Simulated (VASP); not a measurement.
The system is TiH3Br.

```
Ti H Br
1.0
     2.68923    1.55263    3.07270
    -2.68923    1.55263    3.07270
     0.00000   -3.10526    3.07270
Ti H Br
1 3 1
Direct
  0.00000 0.00000 0.00000
  0.50000 0.75143 0.24857
  0.24857 0.50000 0.75143
  0.75143 0.24857 0.50000
  0.50000 0.50000 0.50000
```

The cell was generated, and may not be a known phase.

| Item | Value |
| --- | --- |
| Program | VASP 6.6.1 |
| Task | relaxation of cell and atoms |
| Functional | PBE |
| Potentials or basis | VASP PAW PBE potentials, release 64 (Ti_sv, H, Br) |
| Cutoff | 600 eV |
| k mesh | 6 × 6 × 6 |
| Occupations | gaussian, width 0.1 eV |
| Spin | collinear spin |
| Starting moments | [1.0, 0.0, 0.0, 0.0, 0.0] μB |

At the start: pressure 14.7 GPa; volume 15.40 Å³/atom.

Task: Where does the relaxation end?

Result: Over 15 steps the energy falls by 1941.9 meV/atom and the volume is 10.58 Å³/atom (-31.3 %); space group R32 (No. 155, to 0.1 Å) before and after; moment 0.00 μB per cell.

Step by step:
| step | energy change (eV) | largest force (eV/Å) | pressure (GPa) | volume (Å³) |
| --- | --- | --- | --- | --- |
| 1 | 0.0000 | 8.1133 | 14.70 | 76.98 |
| 2 | -5.3064 | 1.2935 | -9.05 | 92.84 |
| 3 | -5.3429 | 1.2114 | -9.38 | 93.64 |
| 4 | -5.3919 | 1.0715 | -10.00 | 95.25 |
| 5 | -6.6296 | 1.2692 | -10.40 | 80.77 |
| 6 | -8.8026 | 1.1855 | 11.52 | 46.13 |
| 7 | -8.8298 | 1.3120 | 4.00 | 50.01 |
| 8 | -8.8372 | 1.2554 | 7.51 | 48.05 |
| 9 | -9.3151 | 0.5010 | 9.45 | 46.80 |
| 10 | -9.4110 | 0.0741 | 12.82 | 45.68 |
| 11 | -9.6752 | 0.0732 | -2.72 | 54.90 |
| 12 | -9.6885 | 0.0722 | -0.42 | 52.97 |
| 13 | -9.6884 | 0.0723 | -0.64 | 53.13 |
| 14 | -9.6967 | 0.0521 | -0.49 | 53.07 |
| 15 | -9.7093 | 0.0085 | 0.05 | 52.91 |

Final structure:
```
Ti H Br
1.0
     2.81586    1.62574    1.92634
    -2.81586    1.62574    1.92634
     0.00000   -3.25147    1.92634
Ti H Br
1 3 1
Direct
  0.00000 0.00000 0.00000
  0.50000 0.96300 0.03700
  0.03700 0.50000 0.96300
  0.96300 0.03700 0.50000
  0.50000 0.50000 0.50000
```

Caveat: the volume moved by over 15 % at a fixed basis, so the end points are rough.
